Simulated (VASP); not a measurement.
# YN (Fm-3m) in VASP: further runs

Runs on YN. Level: PBE. Tasks: single point.

Program: VASP 6.6.1. These are calculated values, not measurements. Logs are shortened: lines on timing, memory, paths and dates and some standing lists are left out, and cuts for length are marked.

### Step 1. The cell of the first run

The structure is cubic, space group Fm-3m (No. 225). The conventional cell has a = 4.920 Å, b = 4.920 Å, c = 4.920 Å, α = 90.00°, β = 90.00°, γ = 90.00°. Y (site symmetry m-3m) has 6 N at 2.46 Å within 3.2 Å. Within 3.2 Å of N (site symmetry m-3m) lie 6 Y at 2.46 Å.

### Step 2. Single point, PBE

INCAR

```
  PREC = Accurate
  ENCUT = 600
  EDIFF = 1E-6
  ISMEAR = 0
  SIGMA = 0.01
  LREAL = False
  LASPH = True
  NELM = 120
  ALGO = Normal
  ISIF = 2
  LWAVE = False
  LCHARG = False
  GGA = PE
  NBANDS = 15
  GGA_COMPAT = False
```

KPOINTS

```
regular mesh
0
Gamma
  6 6 6
```

POSCAR

```
YN
1.0
    0.0000000000      2.4599856886      2.4599856886
    2.4599856886      0.0000000000      2.4599856886
    2.4599856886      2.4599856886      0.0000000000
Y N
1 1
Direct
    0.0000000000      0.0000000000      0.0000000000
    0.5000000000      0.5000000000      0.5000000000
```

Potentials or basis: VASP PAW PBE potentials, release 64 (Y_sv, N).

Command:

```bash
> cat potpaw_PBE.64/Y_sv/POTCAR potpaw_PBE.64/N/POTCAR > POTCAR
> mpirun -np 1 vasp_std > vasp.out
```

OUTCAR:

```text
PREC = Accurate
   ENCUT = 600
   EDIFF = 1E-6
   ISMEAR = 0
   LREAL = False
   LASPH = True
   NELM = 120
   ISIF = 2
   GGA = PE

 ion  position               nearest neighbor table
   1  0.000  0.000  0.000-   2 2.46   2 2.46   2 2.46   2 2.46   2 2.46   2 2.46
   2  0.500  0.500  0.500-   1 2.46   1 2.46   1 2.46   1 2.46   1 2.46   1 2.46

  LATTYP: Found a face centered cubic cell.
 ALAT       =     4.9199713772

  Lattice vectors:

 A1 = (   0.0000000000,   2.4599856886,   2.4599856886)
 A2 = (   2.4599856886,   0.0000000000,   2.4599856886)
 A3 = (   2.4599856886,   2.4599856886,   0.0000000000)

Analysis of symmetry for initial positions (statically):
=====================================================================
 Subroutine PRICEL returns:
 Original cell was already a primitive cell.

 Routine SETGRP: Setting up the symmetry group for a
 face centered cubic supercell.

 Subroutine GETGRP returns: Found 48 space group operations
 (whereof 48 operations were pure point group operations)
 out of a pool of 48 trial point group operations.

The static configuration has the point symmetry O_h .

Analysis of symmetry for dynamics (positions and initial velocities):
=====================================================================
 Subroutine PRICEL returns:
 Original cell was already a primitive cell.

 Routine SETGRP: Setting up the symmetry group for a
 face centered cubic supercell.

 Subroutine GETGRP returns: Found 48 space group operations
 (whereof 48 operations were pure point group operations)
 out of a pool of 48 trial point group operations.

The dynamic configuration has the point symmetry O_h .

 Subroutine INISYM returns: Found 48 space group operations
 (whereof 48 operations are pure point group operations),
 and found     1 'primitive' translations

----------------------------------------------------------------------------------------

                                     Primitive cell

  volume of cell :      29.7734

  direct lattice vectors                    reciprocal lattice vectors
     0.000000000  2.459985689  2.459985689    -0.203253215  0.203253215  0.203253215
     2.459985689  0.000000000  2.459985689     0.203253215 -0.203253215  0.203253215
     2.459985689  2.459985689  0.000000000     0.203253215  0.203253215 -0.203253215

  length of vectors
     3.478945124  3.478945124  3.478945124     0.352044895  0.352044895  0.352044895

  position of ions in fractional coordinates (direct lattice)
     0.000000000  0.000000000  0.000000000
     0.500000000  0.500000000  0.500000000

  ion indices of the primitive-cell ions
   primitive index   ion index
                 1           1
                 2           2

----------------------------------------------------------------------------------------

 KPOINTS: regular mesh

Automatic generation of k-mesh.
 Grid dimensions read from file:
 generate k-points for:    6    6    6

 Generating k-lattice:

  Cartesian coordinates                     Fractional coordinates (reciprocal lattice)
    -0.033875536  0.033875536  0.033875536     0.166666667  0.000000000  0.000000000
     0.033875536 -0.033875536  0.033875536     0.000000000  0.166666667  0.000000000
     0.033875536  0.033875536 -0.033875536     0.000000000  0.000000000  0.166666667

  Length of vectors
     0.058674149  0.058674149  0.058674149

  Shift w.r.t. Gamma in fractional coordinates (k-lattice)
     0.000000000  0.000000000  0.000000000

 Subroutine IBZKPT returns following result:
 ===========================================

 Found     16 irreducible k-points:

 Following reciprocal coordinates:
            Coordinates               Weight
  0.000000  0.000000  0.000000      1.000000
  0.166667  0.000000  0.000000      8.000000
  0.333333  0.000000  0.000000      8.000000
  0.500000  0.000000  0.000000      4.000000
  0.166667  0.166667  0.000000      6.000000
  0.333333  0.166667  0.000000     24.000000
[... 8 lines left out ...]
 -0.333333  0.333333  0.166667     24.000000
 -0.333333  0.500000  0.166667     12.000000
   k-points           NKPTS =     16   k-points in BZ     NKDIM =     16   number of bands    NBANDS=     15
   number of dos      NEDOS =    301   number of ions     NIONS =      2
   total plane-waves  NPLWV =  21952
   dimension x,y,z NGX =    28 NGY =   28 NGZ =   28
   dimension x,y,z NGXF=    56 NGYF=   56 NGZF=   56
   ions per type =               1   1
   NGX,Y,Z   is equivalent  to a cutoff of  13.38, 13.38, 13.38 a.u.
   NGXF,Y,Z  is equivalent  to a cutoff of  26.76, 26.76, 26.76 a.u.
 SYSTEM =  unknown system
   PREC   = accura    normal or accurate (medium, high low for compatibility)
   ISTART =      0    job   : 0-new  1-cont  2-samecut
   ICHARG =      2    charge: 1-file 2-atom 10-const
   ISPIN  =      1    spin polarized calculation?
   LNONCOLLINEAR =      F non collinear calculations
   LSORBIT =      F    spin-orbit coupling
   LASPH  =      T    aspherical Exc in radial PAW
   ENCUT  =  600.0 eV  44.10 Ry    6.64 a.u.   6.95  6.95  6.95*2*pi/ulx,y,z
   NELM   =    120;   NELMIN=  2; NELMDL= -5     # of ELM steps
   EDIFF  = 0.1E-05   stopping-criterion for ELM
   LREAL  =      F    real-space projection
   EDIFFG = 0.1E-04   stopping-criterion for IOM
   NSW    =      0    number of steps for IOM
   IBRION =     -1    ionic relax: 0-MD 1-quasi-New 2-CG
   NFREE  =      0    steps in history (QN), initial steepest desc. (CG)
   ISIF   =      2    stress and relaxation
   ISYM   =      2    0-nonsym 1-usesym 2-fastsym
   POTIM  = 0.5000    time-step for ionic-motion
   TEBEG  =    0.0;   TEEND  =   0.0 temperature during run
   PSTRESS=    0.0 pullay stress
   NELECT =      16.0000    total number of electrons
   NUPDOWN=      -1.0000    fix difference up-down
   EMIN   =  10.00;   EMAX   =-10.00  energy-range for DOS
   EFERMI =   0.00;   METHOD = LEGACY
   ISMEAR =     0;   SIGMA  =   0.01  broadening in eV -4-tet -1-fermi 0-gaus
   EFERMI_NEDOS =   21; number of points for ismear=-14 and -15
   IALGO  =     38    algorithm
   IMIX   =      4    mixing-type and parameters
     AMIX     =   0.40;   BMIX     =  1.00
     AMIX_MAG =   1.60;   BMIX_MAG =  1.00
  volume/ion in A,a.u.               =      14.89       100.46
  Fermi-wavevector in a.u.,A,eV,Ry     =   1.330982  2.515192 24.102906  1.771514
  Thomas-Fermi vector in A             =   2.460028
   LORBIT       =      0    0 simple, 1 ext, 2 COOP (PROOUT), +10 PAW based schemes
   GGA     = PE    functional components
   LHFCALC =     F    Hartree Fock is set to
   AEXX    =    0.0000 exact exchange contribution
   IVDW    =     0    specifies the selected vdW correction
   LEPSILON=     F    determine dielectric tensor
   LRPA    =     F    only Hartree local field effects (RPA)
 non-spin polarized calculation
 Gauss-broadening in eV      SIGMA  =   0.01
  energy-cutoff  :      600.00
  volume of cell :       29.77
 maximum number of plane-waves:      1018
   NGX = 13   NGY = 13   NGZ = 13

 number of electron      16.0000001 magnetization

 Free energy of the ion-electron system (eV)
  ---------------------------------------------------
  ext. energy  EPLUGINS =         0.00000000
  ---------------------------------------------------
  free energy    TOTEN  =       -18.22106005 eV

  energy without entropy =      -18.22106005  energy(sigma->0) =      -18.22106005

 E-fermi :   4.1118     XC(G=0): -11.1532

 val. band max:        4.0541471010   @ k =   0.0000   0.0000   0.0000
 cond. band min:       4.2603368885   @ k =   0.5000   0.5000   0.0000
 fundamental gap:      0.2061897875
 Fermi energy:         4.1118006684

 k-point     1 :       0.0000    0.0000    0.0000
  band No.  band energies     occupation
      1     -36.8783      2.00000
      2     -16.5363      2.00000
      3     -16.5363      2.00000
      4     -16.5363      2.00000
      5      -8.8126      2.00000
      6       4.0541      2.00000
      7       4.0541      2.00000
      8       4.0541      2.00000
      9       7.1498      0.00000
     10       7.1498      0.00000
     11       7.1498      0.00000
     12       8.0265      0.00000
     13       9.0818      0.00000
     14       9.0818      0.00000
     15      14.8147      0.00000

 k-point     2 :       0.1667    0.0000    0.0000
  band No.  band energies     occupation
      1     -36.8512      2.00000
      2     -16.8272      2.00000
      3     -16.5564      2.00000
      4     -16.5564      2.00000
      5      -8.3855      2.00000
      6       2.6469      2.00000
      7       3.2818      2.00000
      8       3.2818      2.00000
      9       7.3375      0.00000
     10       7.7774      0.00000
     11       7.7774      0.00000
     12       9.4010      0.00000
     13      10.3153      0.00000
     14      10.3153      0.00000
     15      16.4011      0.00000

 k-point     3 :       0.3333    0.0000    0.0000
  band No.  band energies     occupation
      1     -36.7965      2.00000
      2     -17.3463      2.00000
      3     -16.5962      2.00000
      4     -16.5962      2.00000
      5      -7.5518      2.00000
      6       0.7943      2.00000
      7       2.2514      2.00000
      8       2.2514      2.00000
      9       8.2443      0.00000
     10       9.2613      0.00000
     11       9.2613      0.00000
     12      11.0960      0.00000
     13      12.6017      0.00000
     14      12.6017      0.00000
     15      17.7369      0.00000
[... 199 lines left out ...]
 k-point    15 :      -0.3333    0.3333    0.1667
  band No.  band energies     occupation
      1     -36.7426      2.00000
      2     -17.2840      2.00000
      3     -16.9756      2.00000
      4     -16.7712      2.00000
      5      -7.7213      2.00000
      6       1.3595      2.00000
      7       2.3624      2.00000
      8       2.4014      2.00000
      9       8.1817      0.00000
     10       8.3786      0.00000
     11      11.2174      0.00000
     12      11.5997      0.00000
     13      13.0873      0.00000
     14      15.7931      0.00000
     15      16.1905      0.00000

 k-point    16 :      -0.3333    0.5000    0.1667
  band No.  band energies     occupation
      1     -36.7340      2.00000
      2     -17.2100      2.00000
      3     -16.9665      2.00000
      4     -16.8982      2.00000
      5      -8.0273      2.00000
      6       2.3143      2.00000
      7       2.4596      2.00000
      8       2.7016      2.00000
      9       6.4314      0.00000
     10       9.6247      0.00000
     11      11.1082      0.00000
     12      11.8004      0.00000
     13      12.4116      0.00000
     14      15.5836      0.00000
     15      15.9126      0.00000

------------------------ aborting loop because EDIFF is reached ----------------------------------------

  FORCE on cell =-STRESS in cart. coord.  units (eV):
  Direction    XX          YY          ZZ          XY          YZ          ZX
  --------------------------------------------------------------------------------------
  -------------------------------------------------------------------------------------
  Total       -0.2649355     -0.2649355     -0.2649355      0.0000000      0.0000000      0.0000000
  in kB      -14.2568296    -14.2568296    -14.2568296      0.0000000      0.0000000      0.0000000
  external PRESSURE =     -14.2568296 kB  Pullay stress =       0.0000000 kB

 VOLUME and BASIS-vectors are now :
 -----------------------------------------------------------------------------
  energy-cutoff  :      600.00
  volume of cell :       29.77
      direct lattice vectors                 reciprocal lattice vectors
     0.000000000  2.459985689  2.459985689    -0.203253215  0.203253215  0.203253215
     2.459985689  0.000000000  2.459985689     0.203253215 -0.203253215  0.203253215
     2.459985689  2.459985689  0.000000000     0.203253215  0.203253215 -0.203253215

 POSITION                                       TOTAL-FORCE (eV/Angst)
 -----------------------------------------------------------------------------------
      0.00000      0.00000      0.00000         0.000000      0.000000      0.000000
      2.45999      2.45999      2.45999         0.000000      0.000000     -0.000000
 -----------------------------------------------------------------------------------
    total drift:                                0.000000      0.000000      0.000000

  FREE ENERGIE OF THE ION-ELECTRON SYSTEM (eV)
  ---------------------------------------------------
  free  energy   TOTEN  =       -18.2210600487 eV

  energy  without entropy=      -18.2210600487  energy(sigma->0) =      -18.22106005
```

It used 18 s of CPU time on 1 thread of AMD EPYC 7R13 Processor (Zen 3), with other jobs on the host.

What came out:

```yaml
Free_energy: -18.2211 eV
Pressure: -1.4 GPa
Band_gap_on_the_k_mesh: 0.21 eV, indirect (least direct gap 0.61 eV)
```

Levels at points of the mesh, in eV from the valence-band top:
```tsv
k point	band 4	band 5	band 6	band 7	band 8	band 9	band 10	band 11	band 12	band 13
(0.00, 0.00, 0.00)	-20.59	-12.87	0.00	0.00	0.00	3.10	3.10	3.10	3.97	5.03
(0.50, 0.00, 0.00)	-20.67	-11.18	-4.03	-2.20	-2.20	5.59	6.24	6.24	6.60	9.95
(0.50, 0.50, 0.00)	-20.89	-12.42	-1.54	-0.40	-0.40	0.21	6.71	7.02	7.74	7.74
```

A k mesh can miss the band edges.

### Step 3. Single point, PBE

This run uses another cell than the first one, of 15.27 Å³/atom, 1.026 times its volume.

INCAR

```
SYSTEM = YN
  ALGO = Normal
  EDIFF = 1E-6
  ENCUT = 600
  GGA = PE
  GGA_COMPAT = .False.
  ISIF = 2
  ISMEAR = 0
  LASPH = .True.
  LCHARG = .False.
  LREAL = .False.
  LWAVE = .False.
  NBANDS = 15
  NELM = 120
  PREC = Accurate
  SIGMA = 0.01
```

KPOINTS

```
k-points
0
Gamma
  6 6 6
  0 0 0
```

POSCAR

```
YN
1.0
    0.0000000000      2.4811024784      2.4811024784
    2.4811024784      0.0000000000      2.4811024784
    2.4811024784      2.4811024784      0.0000000000
Y N
1 1
Direct
    0.0000000000      0.0000000000      0.0000000000
    0.5000000000      0.5000000000      0.5000000000
```

Potentials or basis: VASP PAW PBE potentials, release 64 (Y_sv, N).

Command:

```bash
> cat potpaw_PBE.64/Y_sv/POTCAR potpaw_PBE.64/N/POTCAR > POTCAR
> mpirun -np 1 vasp_std > vasp.out
```

It used 36 s of CPU time on 1 thread of AMD EPYC 7R13 Processor (Zen 3) (shared host).

Results (log left out):

* Free energy: -18.2056 eV
* Pressure: -5.2 GPa
* Band gap on the k mesh: 0.25 eV, indirect (least direct gap 0.67 eV)

Levels at points of the mesh, in eV from the valence-band top:
| k point | band 4 | band 5 | band 6 | band 7 | band 8 | band 9 | band 10 | band 11 | band 12 | band 13 |
| --- | --- | --- | --- | --- | --- | --- | --- | --- | --- | --- |
| (0.00, 0.00, 0.00) | -20.72 | -12.80 | 0.00 | 0.00 | 0.00 | 3.06 | 3.06 | 3.06 | 3.75 | 4.93 |
| (0.50, 0.00, 0.00) | -20.79 | -11.22 | -3.96 | -2.13 | -2.13 | 5.46 | 6.09 | 6.09 | 6.44 | 9.68 |
| (0.50, 0.50, 0.00) | -21.00 | -12.35 | -1.58 | -0.42 | -0.42 | 0.25 | 6.55 | 6.76 | 7.53 | 7.53 |

A k mesh can miss the band edges.

### Step 4. Single point, PBE

This run uses another cell than the first one, of 15.66 Å³/atom, 1.052 times its volume.

INCAR

```
SYSTEM = YN
PREC     = Accurate       ! precision mode
ENCUT    = 600            ! plane-wave cutoff, eV
EDIFF    = 1E-6           ! SCF threshold, eV
ISMEAR   = 0              ! smearing method
SIGMA    = 0.01           ! smearing width, eV
LREAL    = .False.        ! projectors in reciprocal space
LASPH    = .True.         ! aspherical terms in the spheres
NELM     = 120            ! most SCF steps
ALGO     = Normal         ! electronic algorithm
ISIF     = 2              ! what is computed and relaxed
LWAVE    = .False.        ! write WAVECAR
LCHARG   = .False.        ! write CHGCAR
GGA      = PE             ! functional
NBANDS   = 15             ! bands
GGA_COMPAT= .False.
```

KPOINTS

```
regular mesh
0
Gamma
  6 6 6
  0 0 0
```

POSCAR

```
YN
1.0
    0.0000000000      2.5018658076      2.5018658076
    2.5018658076      0.0000000000      2.5018658076
    2.5018658076      2.5018658076      0.0000000000
Y N
1 1
Direct
    0.0000000000      0.0000000000      0.0000000000
    0.5000000000      0.5000000000      0.5000000000
```

Command:

```bash
> cat potpaw_PBE.64/Y_sv/POTCAR potpaw_PBE.64/N/POTCAR > POTCAR
> mpirun -np 1 vasp_std > vasp.out
```

It used 22 s of CPU time on 1 thread of AMD EPYC 7R13 Processor (Zen 3), with other jobs on the host.

It converged, with:

```
Free energy            : -18.1733 eV
Pressure               : -8.4 GPa
Band gap on the k mesh : 0.29 eV, indirect (least direct gap 0.72 eV)
```

Levels at points of the mesh, in eV from the valence-band top:
| k point | band 5 | band 6 | band 7 | band 8 | band 9 | band 10 | band 11 | band 12 |
| --- | --- | --- | --- | --- | --- | --- | --- | --- |
| (0.00, 0.00, 0.00) | -12.73 | 0.00 | 0.00 | 0.00 | 3.01 | 3.01 | 3.01 | 3.53 |
| (0.50, 0.00, 0.00) | -11.25 | -3.89 | -2.07 | -2.07 | 5.34 | 5.95 | 5.95 | 6.29 |
| (0.50, 0.50, 0.00) | -12.28 | -1.61 | -0.44 | -0.44 | 0.29 | 6.40 | 6.52 | 7.34 |

### Step 5. The runs side by side

| cell | gap on the mesh (eV) | pressure (GPa) |
| --- | --- | --- |
| a = 3.479 Å, angles 60.0°, 2 atoms | 0.21 | -1.4 |
| a = 3.509 Å, angles 60.0°, 2 atoms | 0.25 | -5.2 |
| a = 3.538 Å, angles 60.0°, 2 atoms | 0.29 | -8.4 |

Alike in all rows: task single point; level PBE; potentials or basis VASP PAW PBE potentials, release 64 (Y_sv, N); no spin polarisation; k mesh 6 × 6 × 6; cutoff (eV) 600; smearing gaussian 0.01 eV.

Absolute energies hang on the potentials; compare differences alone.
